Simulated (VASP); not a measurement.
Input of a VASP 6.6.1 run:

File INCAR:

```
PREC = Accurate ; ENCUT = 600
EDIFF = 1E-6 ; ISMEAR = -1
SIGMA = 0.08 ; LREAL = F
LASPH = T ; NELM = 150
ALGO = Normal ; ISIF = 3
LWAVE = F ; LCHARG = F
ISPIN = 2 ; MAGMOM = 0
LORBIT = 11 ; LMAXMIX = 4
GGA = PS ; IBRION = 2
NSW = 100 ; EDIFFG = -0.002
```

KPOINTS

```
regular mesh
0
Gamma
  16 16 16
```

POSCAR

```
Mo
1.0
   -1.5734150000      1.5734150000      1.5734150000
    1.5734150000     -1.5734150000      1.5734150000
    1.5734150000      1.5734150000     -1.5734150000
Mo
1
Direct
    0.0000000000      0.0000000000      0.0000000000
```

Potentials or basis: VASP PAW PBE potentials, release 64 (Mo_sv).

Launch:

```bash
$ cat potpaw_PBE.64/Mo_sv/POTCAR > POTCAR
$ mpirun -np 1 vasp_std > vasp.out
```

Question: Predict the band gap on the k mesh.

Answer: Zero (filled and empty bands overlap).

Question: Estimate the relaxed cell.

Answer: a = 2.711 Å, b = 2.711 Å, c = 2.711 Å, α = 109.47°, β = 109.47°, γ = 109.47°.

Question: Predict the net moment.

Answer: 0.00 μB per cell.

Question: Predict the space group after relaxing (to 0.1 Å).

Answer: Im-3m (No. 229).

Step by step:
```tsv
step	energy change (eV)	largest force (eV/Å)	pressure (GPa)	volume (Å³)
1	0.0000	0.0000	-4.15	15.58
2	0.0233	0.0000	13.40	14.69
3	-0.0031	0.0000	-0.08	15.35
4	-0.0031	0.0000	-0.03	15.34
5	-0.0031	0.0000	0.09	15.34
6	-0.0031	0.0000	-0.15	15.35
7	-0.0031	0.0000	-0.01	15.34
```

Caveat: the PAW data sets were made with another functional, which shifts forces and pressure a little.
